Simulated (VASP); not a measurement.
# Fe (Im-3m) in VASP: notebook, part 2 of 2

VASP 6.6.1. The steps go on from the part before.

### Step 5. Relaxation of cell and atoms, RPBE, collinear spin, ferromagnetic start

This run uses another cell than the first one, of 11.78 Å³/atom.

INCAR reads:

```
PREC = Accurate
ENCUT = 600
EDIFF = 1E-6
ISMEAR = -1
SIGMA = 0.05
LREAL = False
LASPH = True
NELM = 150
ALGO = Normal
ISIF = 3
LWAVE = False
LCHARG = False
ISPIN = 2
MAGMOM = 2.5
LORBIT = 11
LMAXMIX = 4
GGA = RP
IBRION = 2
NSW = 80
EDIFFG = -0.01
```

KPOINTS reads:

```
Automatic mesh
0
Gamma
  15 15 15
```

POSCAR reads:

```
Fe
1.0
   -1.4332500000      1.4332500000      1.4332500000
    1.4332500000     -1.4332500000      1.4332500000
    1.4332500000      1.4332500000     -1.4332500000
Fe
1
Direct
    0.0000000000      0.0000000000      0.0000000000
```

Potentials or basis: VASP PAW PBE potentials, release 64 (Fe).

Launch:

```
$ cat potpaw_PBE.64/Fe/POTCAR > POTCAR
$ mpirun -np 1 vasp_std > vasp.out
```

OUTCAR:

```text
PREC = Accurate
   ENCUT = 600
   EDIFF = 1E-6
   ISMEAR = -1
   LREAL = False
   LASPH = True
   NELM = 150
   ISIF = 3
   ISPIN = 2
   LORBIT = 11
   GGA = RP
   IBRION = 2
   NSW = 80
   EDIFFG = -0.01

 ion  position               nearest neighbor table
   1  0.000  0.000  0.000-

  LATTYP: Found a body centered cubic cell.
 ALAT       =     2.8665000000

  Lattice vectors:

 A1 = (  -1.4332500000,   1.4332500000,   1.4332500000)
 A2 = (   1.4332500000,  -1.4332500000,   1.4332500000)
 A3 = (   1.4332500000,   1.4332500000,  -1.4332500000)

Analysis of symmetry for initial positions (statically):
=====================================================================
 Subroutine PRICEL returns:
 Original cell was already a primitive cell.

 Routine SETGRP: Setting up the symmetry group for a
 body centered cubic supercell.

 Subroutine GETGRP returns: Found 48 space group operations
 (whereof 48 operations were pure point group operations)
 out of a pool of 48 trial point group operations.

The static configuration has the point symmetry O_h .

Analysis of symmetry for dynamics (positions and initial velocities):
=====================================================================
 Subroutine PRICEL returns:
 Original cell was already a primitive cell.

 Routine SETGRP: Setting up the symmetry group for a
 body centered cubic supercell.

 Subroutine GETGRP returns: Found 48 space group operations
 (whereof 48 operations were pure point group operations)
 out of a pool of 48 trial point group operations.

The dynamic configuration has the point symmetry O_h .

Analysis of structural, dynamic, and magnetic symmetry:
=====================================================================
 Subroutine PRICEL returns:
 Original cell was already a primitive cell.

 Routine SETGRP: Setting up the symmetry group for a
 body centered cubic supercell.

 Subroutine GETGRP returns: Found 48 space group operations
 (whereof 48 operations were pure point group operations)
 out of a pool of 48 trial point group operations.

[... 134 lines left out ...]
   NGX =  9   NGY =  9   NGZ =  9

--------------------------------------- Ionic step        1  -------------------------------------------

 number of electron       7.9999998 magnetization       2.2532793

 Free energy of the ion-electron system (eV)
  ---------------------------------------------------
  ext. energy  EPLUGINS =         0.00000000
  ---------------------------------------------------
  free energy    TOTEN  =        -7.76281579 eV

  energy without entropy =       -7.75430759  energy(sigma->0) =       -7.75856169

------------------------ aborting loop because EDIFF is reached ----------------------------------------

  FORCE on cell =-STRESS in cart. coord.  units (eV):
  Direction    XX          YY          ZZ          XY          YZ          ZX
  --------------------------------------------------------------------------------------
  -------------------------------------------------------------------------------------
  Total       -0.0700850     -0.0700850     -0.0700850      0.0000000     -0.0000000      0.0000000
  in kB       -9.5347554     -9.5347554     -9.5347554      0.0000000     -0.0000000      0.0000000
  external PRESSURE =      -9.5347554 kB  Pullay stress =       0.0000000 kB
[... 57 lines left out ...]
--------------------------------------- Ionic step        3  -------------------------------------------

 number of electron       7.9999999 magnetization       2.2436675

 Free energy of the ion-electron system (eV)
  ---------------------------------------------------
  ext. energy  EPLUGINS =         0.00000000
  ---------------------------------------------------
  free energy    TOTEN  =        -7.76304996 eV

  energy without entropy =       -7.75473181  energy(sigma->0) =       -7.75889088

 E-fermi :   5.6199     XC(G=0): -12.8558

 val. band max:        5.6182273334   @ k =  -0.4000   0.4667   0.1333
 cond. band min:       5.6304688449   @ k =  -0.2667   0.3333   0.1333
 fundamental gap:      0.0122415115
 Fermi energy:         5.6199436132

 spin component 1

 k-point     1 :       0.0000    0.0000    0.0000
  band No.  band energies     occupation
      1      -2.5707      1.00000
      2       3.3794      1.00000
      3       3.3794      1.00000
      4       3.3794      1.00000
      5       4.5200      1.00000
      6       4.5200      1.00000
      7      30.3838      0.00000
      8      30.3838      0.00000
      9      30.3838      0.00000
[... 265 lines left out ...]
 k-point    24 :       0.4000    0.2000    0.0000
  band No.  band energies     occupation
      1       1.5665      1.00000
      2       2.4396      1.00000
      3       3.3975      1.00000
      4       4.5828      1.00000
      5       5.0607      0.99999
      6       9.4064      0.00000
      7      12.9622      0.00000
      8      18.1306      0.00000
      9      24.5295      0.00000

 [... further k-points ...]

 spin component 2

 k-point     1 :       0.0000    0.0000    0.0000
  band No.  band energies     occupation
      1      -2.4721      1.00000
      2       5.3952      0.98896
      3       5.3954      0.98892
      4       5.3954      0.98892
      5       7.4067      0.00000
      6       7.4069      0.00000
      7      30.0144      0.00000
      8      30.0144      0.00000
      9      30.0144      0.00000
[... 304 lines left out ...]
  FREE ENERGIE OF THE ION-ELECTRON SYSTEM (eV)
  ---------------------------------------------------
  free  energy   TOTEN  =        -7.7630499555 eV

  energy  without entropy=       -7.7547318050  energy(sigma->0) =       -7.75889088

 reached required accuracy - stopping structural energy minimisation

 total charge

# of ion       s       p       d       tot
------------------------------------------
    1        0.473   0.515   6.215   7.203

 magnetization (x)

# of ion       s       p       d       tot
------------------------------------------
    1       -0.016  -0.063   2.330   2.251
```

CONTCAR:

```text
Fe
   1.00000000000000
    -1.4302601668776043    1.4302601668776043    1.4302601668776043
     1.4302601668776043   -1.4302601668776043    1.4302601668776043
     1.4302601668776043    1.4302601668776043   -1.4302601668776043
  Fe
     1
Direct
     0.0000000000000000    0.0000000000000000    0.0000000000000000

  0.00000000E+00  0.00000000E+00  0.00000000E+00
```

Wall time 38 s (1 thread of Intel Xeon Platinum 8488C (Sapphire Rapids), shared host); peak memory 0.15 GiB.

What came out:

- Free energy: -7.7630 eV
- Relaxed volume: 11.70 Å³/atom
- Relaxed cell: a = 2.477 Å, b = 2.477 Å, c = 2.477 Å, α = 109.47°, β = 109.47°, γ = 109.47°
- Space group after relaxing (to 0.1 Å): Im-3m (No. 229)
- Energy gained by relaxing: 0.2 meV/atom
- Ionic steps: 3
- Pressure after relaxing: 0.1 GPa
- Net moment: 2.24 μB per cell
- Site moments: Fe +2.25 μB
- Valence electrons inside the program's atomic spheres: Fe 7.20

Step by step:
```tsv
step	energy change (eV)	largest force (eV/Å)	pressure (GPa)	volume (Å³)
1	0.0000	0.0000	-0.95	11.78
2	-0.0001	0.0000	0.69	11.66
3	-0.0002	0.0000	0.07	11.70
```

Final structure:
```cif
data_structure
_symmetry_space_group_name_H-M 'P 1'
_symmetry_Int_Tables_number 1
_cell_length_a 2.4773
_cell_length_b 2.4773
_cell_length_c 2.4773
_cell_angle_alpha 109.471
_cell_angle_beta 109.471
_cell_angle_gamma 109.471
_cell_volume 11.70
loop_
_atom_site_label
_atom_site_type_symbol
_atom_site_fract_x
_atom_site_fract_y
_atom_site_fract_z
_atom_site_occupancy
Fe1 Fe 0.00000 0.00000 0.00000 1
```

Levels at points of the mesh, in eV from the Fermi level:
Spin up:
| k point | band 3 | band 4 | band 5 | band 6 | band 7 | band 8 |
| --- | --- | --- | --- | --- | --- | --- |
| (0.00, 0.00, 0.00) | -2.24 | -2.24 | -1.10 | -1.10 | 24.76 | 24.76 |
Spin down:
```tsv
k point	band 1	band 2	band 3	band 4	band 5	band 6	band 7	band 8
(0.00, 0.00, 0.00)	-8.09	-0.22	-0.22	-0.22	1.79	1.79	24.39	24.39
```

Caveat: the PAW data sets were made with another functional, which shifts forces and pressure a little.

### Step 6. Single point, RPBE, collinear spin, ferromagnetic start (10.30 Å³/atom)

This run uses another cell than the first one, of 10.30 Å³/atom.

INCAR reads:

```
SYSTEM = Fe
ALGO     = Normal         ! electronic algorithm
EDIFF    = 1E-6           ! SCF threshold, eV
ENCUT    = 520            ! plane-wave cutoff, eV
GGA      = RP             ! functional
ISIF     = 2              ! what is computed and relaxed
ISMEAR   = -1             ! smearing method
ISPIN    = 2              ! spin polarisation
LASPH    = .True.         ! aspherical terms in the spheres
LCHARG   = .False.        ! write CHGCAR
LMAXMIX  = 4              ! l up to which the mixer works
LORBIT   = 11             ! projections on sites
LREAL    = .False.        ! projectors in reciprocal space
LWAVE    = .False.        ! write WAVECAR
MAGMOM   = 2.303          ! initial moments
NBANDS   = 14             ! bands
NELM     = 150            ! most SCF steps
PREC     = Accurate       ! precision mode
SIGMA    = 0.05           ! smearing width, eV
```

KPOINTS reads:

```
k-points
0
Gamma
  25 25 25
  0 0 0
```

POSCAR reads:

```
Fe
1.0
   -1.3706798538      1.3706798538      1.3706798538
    1.3706798538     -1.3706798538      1.3706798538
    1.3706798538      1.3706798538     -1.3706798538
Fe
1
Direct
    0.0000000000      0.0000000000      0.0000000000
```

Potentials or basis: VASP PAW PBE potentials, release 64 (Fe).

Launch:

```
$ cat potpaw_PBE.64/Fe/POTCAR > POTCAR
$ mpirun -np 1 vasp_std > vasp.out
```

OUTCAR:

```text
SYSTEM = Fe
   EDIFF = 1E-6
   ENCUT = 520
   GGA = RP
   ISIF = 2
   ISMEAR = -1
   ISPIN = 2
   LASPH = .True.
   LORBIT = 11
   LREAL = .False.
   NELM = 150
   PREC = Accurate

 ion  position               nearest neighbor table
   1  0.000  0.000  0.000-

  LATTYP: Found a body centered cubic cell.
 ALAT       =     2.7413597076

  Lattice vectors:

 A1 = (  -1.3706798538,   1.3706798538,   1.3706798538)
 A2 = (   1.3706798538,  -1.3706798538,   1.3706798538)
 A3 = (   1.3706798538,   1.3706798538,  -1.3706798538)

Analysis of symmetry for initial positions (statically):
=====================================================================
 Subroutine PRICEL returns:
 Original cell was already a primitive cell.

 Routine SETGRP: Setting up the symmetry group for a
 body centered cubic supercell.

 Subroutine GETGRP returns: Found 48 space group operations
 (whereof 48 operations were pure point group operations)
 out of a pool of 48 trial point group operations.

The static configuration has the point symmetry O_h .

Analysis of symmetry for dynamics (positions and initial velocities):
=====================================================================
 Subroutine PRICEL returns:
 Original cell was already a primitive cell.

 Routine SETGRP: Setting up the symmetry group for a
 body centered cubic supercell.

 Subroutine GETGRP returns: Found 48 space group operations
 (whereof 48 operations were pure point group operations)
 out of a pool of 48 trial point group operations.

The dynamic configuration has the point symmetry O_h .

Analysis of structural, dynamic, and magnetic symmetry:
=====================================================================
 Subroutine PRICEL returns:
 Original cell was already a primitive cell.

 Routine SETGRP: Setting up the symmetry group for a
 body centered cubic supercell.

 Subroutine GETGRP returns: Found 48 space group operations
 (whereof 48 operations were pure point group operations)
 out of a pool of 48 trial point group operations.

The overall configuration has the point symmetry O_h .

 Subroutine INISYM returns: Found 48 space group operations
 (whereof 48 operations are pure point group operations),
 and found     1 'primitive' translations

----------------------------------------------------------------------------------------

                                     Primitive cell

  volume of cell :      10.3007

  direct lattice vectors                    reciprocal lattice vectors
    -1.370679854  1.370679854  1.370679854     0.000000000  0.364782483  0.364782483
     1.370679854 -1.370679854  1.370679854     0.364782483  0.000000000  0.364782483
     1.370679854  1.370679854 -1.370679854     0.364782483  0.364782483  0.000000000

  length of vectors
     2.374087148  2.374087148  2.374087148     0.515880334  0.515880334  0.515880334

  position of ions in fractional coordinates (direct lattice)
     0.000000000  0.000000000  0.000000000

  ion indices of the primitive-cell ions
   primitive index   ion index
                 1           1

----------------------------------------------------------------------------------------

 KPOINTS: k-points

Automatic generation of k-mesh.
 Grid dimensions read from file:
 generate k-points for:   25   25   25

[... 65 lines left out ...]
   EDIFFG = 0.1E-04   stopping-criterion for IOM
   NSW    =      0    number of steps for IOM
   IBRION =     -1    ionic relax: 0-MD 1-quasi-New 2-CG
   NFREE  =      0    steps in history (QN), initial steepest desc. (CG)
   ISIF   =      2    stress and relaxation
   ISYM   =      2    0-nonsym 1-usesym 2-fastsym
   POTIM  = 0.5000    time-step for ionic-motion
   TEBEG  =    0.0;   TEEND  =   0.0 temperature during run
   PSTRESS=    0.0 pullay stress
   NELECT =       8.0000    total number of electrons
   NUPDOWN=      -1.0000    fix difference up-down
   EMIN   =  10.00;   EMAX   =-10.00  energy-range for DOS
   EFERMI =   0.00;   METHOD = LEGACY
   ISMEAR =    -1;   SIGMA  =   0.05  broadening in eV -4-tet -1-fermi 0-gaus
   EFERMI_NEDOS =   21; number of points for ismear=-14 and -15
   IALGO  =     38    algorithm
   IMIX   =      4    mixing-type and parameters
     AMIX     =   0.40;   BMIX     =  1.00
     AMIX_MAG =   1.60;   BMIX_MAG =  1.00
  volume/ion in A,a.u.               =      10.30        69.51
  Fermi-wavevector in a.u.,A,eV,Ry     =   1.504812  2.843682 30.809821  2.264458
  Thomas-Fermi vector in A             =   2.615742
   LORBIT       =     11    0 simple, 1 ext, 2 COOP (PROOUT), +10 PAW based schemes
   GGA     = RP    functional components
   LHFCALC =     F    Hartree Fock is set to
   AEXX    =    0.0000 exact exchange contribution
   IVDW    =     0    specifies the selected vdW correction
   LEPSILON=     F    determine dielectric tensor
   LRPA    =     F    only Hartree local field effects (RPA)
 spin polarized calculation
  energy-cutoff  :      520.00
  volume of cell :       10.30
 maximum number of plane-waves:       285
 NGX is ok and might be reduce to    18
   NGX =  9   NGY =  9   NGZ =  9

 number of electron       7.9999991 magnetization       2.0693197

 Free energy of the ion-electron system (eV)
  ---------------------------------------------------
  ext. energy  EPLUGINS =         0.00000000
  ---------------------------------------------------
  free energy    TOTEN  =        -7.64531828 eV

  energy without entropy =       -7.63807657  energy(sigma->0) =       -7.64169743

 E-fermi :   7.0557     XC(G=0): -13.5983

 val. band max:        7.0551086768   @ k =  -0.3200   0.3600   0.0800
 cond. band min:       7.0561633171   @ k =  -0.4400  -0.4400   0.3200
 fundamental gap:      0.0010546403
 Fermi energy:         7.0557327832

 spin component 1

 k-point     1 :       0.0000    0.0000    0.0000
  band No.  band energies     occupation
      1      -1.9915      1.00000
      2       4.5018      1.00000
      3       4.5018      1.00000
      4       4.5018      1.00000
      5       5.9028      1.00000
      6       5.9028      1.00000
      7      32.9792      0.00000
      8      32.9792      0.00000
      9      32.9792      0.00000
     10      38.7424      0.00000
     11      38.7424      0.00000
     12      41.7040      0.00000
     13      41.7040      0.00000
     14      41.7040      0.00000
[... 379 lines left out ...]
      3       5.9296      1.00000
      4       6.0426      1.00000
      5       6.9753      0.83313
      6       7.9969      0.00000
      7      15.7120      0.00000
      8      26.0577      0.00000
      9      28.6656      0.00000
     10      32.3970      0.00000
     11      36.7296      0.00000
     12      42.9602      0.00000
     13      47.3526      0.00000
     14      50.7171      0.00000

 [... further k-points ...]

 spin component 2

 k-point     1 :       0.0000    0.0000    0.0000
  band No.  band energies     occupation
      1      -1.8365      1.00000
      2       6.3137      1.00000
      3       6.3138      1.00000
      4       6.3138      1.00000
      5       8.6407      0.00000
      6       8.6408      0.00000
      7      32.7108      0.00000
      8      32.7108      0.00000
      9      32.7108      0.00000
     10      38.9343      0.00000
     11      38.9343      0.00000
     12      42.3105      0.00000
     13      42.3105      0.00000
     14      42.3105      0.00000
[... 379 lines left out ...]
      3       7.2725      0.01292
      4       8.4749      0.00000
      5       9.0039      0.00000
      6       9.7944      0.00000
      7      16.9736      0.00000
      8      26.1364      0.00000
      9      29.2146      0.00000
     10      32.8176      0.00000
     11      37.3957      0.00000
     12      43.0031      0.00000
     13      47.6025      0.00000
     14      51.4798      0.00000

 [... further k-points ...]
[... 5 lines left out ...]
  --------------------------------------------------------------------------------------
  -------------------------------------------------------------------------------------
  Total        1.9615919      1.9615919      1.9615919      0.0000000      0.0000000     -0.0000000
  in kB      305.1062843    305.1062843    305.1062843      0.0000000      0.0000000     -0.0000000
  external PRESSURE =     305.1062843 kB  Pullay stress =       0.0000000 kB

 VOLUME and BASIS-vectors are now :
 -----------------------------------------------------------------------------
  energy-cutoff  :      520.00
  volume of cell :       10.30
      direct lattice vectors                 reciprocal lattice vectors
    -1.370679854  1.370679854  1.370679854     0.000000000  0.364782483  0.364782483
     1.370679854 -1.370679854  1.370679854     0.364782483  0.000000000  0.364782483
     1.370679854  1.370679854 -1.370679854     0.364782483  0.364782483  0.000000000

 POSITION                                       TOTAL-FORCE (eV/Angst)
 -----------------------------------------------------------------------------------
      0.00000      0.00000      0.00000        -0.000000      0.000000     -0.000000
 -----------------------------------------------------------------------------------
    total drift:                                0.000000      0.000000      0.000000

  FREE ENERGIE OF THE ION-ELECTRON SYSTEM (eV)
  ---------------------------------------------------
  free  energy   TOTEN  =        -7.6453182814 eV

  energy  without entropy=       -7.6380765711  energy(sigma->0) =       -7.64169743

 total charge

# of ion       s       p       d       tot
------------------------------------------
    1        0.532   0.638   6.318   7.488

 magnetization (x)

# of ion       s       p       d       tot
------------------------------------------
    1       -0.014  -0.060   2.121   2.048
```

Run time: 78 s. Hardware: 1 thread of Intel Xeon Platinum 8488C (Sapphire Rapids), shared host; peak memory 0.2 GiB.

What came out:

```yaml
Free_energy: -7.6453 eV
Pressure: 30.5 GPa
Net_moment: 2.07 μB per cell
Site_moments: Fe +2.05 μB
Valence_electrons_inside_the_program's_atomic_spheres: Fe 7.49
```

Levels at points of the mesh, in eV from the Fermi level:
Spin up:
| k point | band 1 | band 2 | band 3 | band 4 | band 5 | band 6 | band 7 | band 8 | band 9 | band 10 |
| --- | --- | --- | --- | --- | --- | --- | --- | --- | --- | --- |
| (0.00, 0.00, 0.00) | -9.05 | -2.55 | -2.55 | -2.55 | -1.15 | -1.15 | 25.92 | 25.92 | 25.92 | 31.69 |
Spin down:
```csv
k point,band 1,band 2,band 3,band 4,band 5,band 6,band 7,band 8
"(0.00, 0.00, 0.00)",-8.89,-0.74,-0.74,-0.74,1.58,1.59,25.66,25.66
```

Caveat: the cell stands under pressure; the PAW data sets were made with another functional, which shifts forces and pressure a little.

### Step 7. Overview

```tsv
task	spin	cell	k mesh	cutoff (eV)	smearing	gap on the mesh (eV)	pressure (GPa)	moment (μB)	relaxed volume (Å³/atom)
single point	off	a = 2.409 Å, angles 109.5°, 1 atom	15 × 15 × 15	520	fermi-dirac 0.1 eV	none	-1.2	-	-
relaxation of cell and atoms	off	relaxed from a = 2.482 Å, angles 109.5°, 1 atom	15 × 15 × 15	600	fermi-dirac 0.1 eV	none	0.0	-	10.75
single point	collinear, ferromagnetic start	a = 2.477 Å, angles 109.5°, 1 atom	15 × 15 × 15	520	fermi-dirac 0.05 eV	none	0.1	2.24	-
relaxation of cell and atoms	collinear, ferromagnetic start	relaxed from a = 2.482 Å, angles 109.5°, 1 atom	15 × 15 × 15	600	fermi-dirac 0.05 eV	none	0.1	2.24	11.70
single point	collinear, ferromagnetic start	a = 2.374 Å, angles 109.5°, 1 atom	25 × 25 × 25	520	fermi-dirac 0.05 eV	none	30.5	2.07	-
```

Alike in all rows: level RPBE; potentials or basis VASP PAW PBE potentials, release 64 (Fe).

Caveats: the PAW data sets were made with another functional, which shifts forces and pressure a little; the cell stands under pressure (at least some runs).

Absolute energies hang on the potentials; compare differences alone.
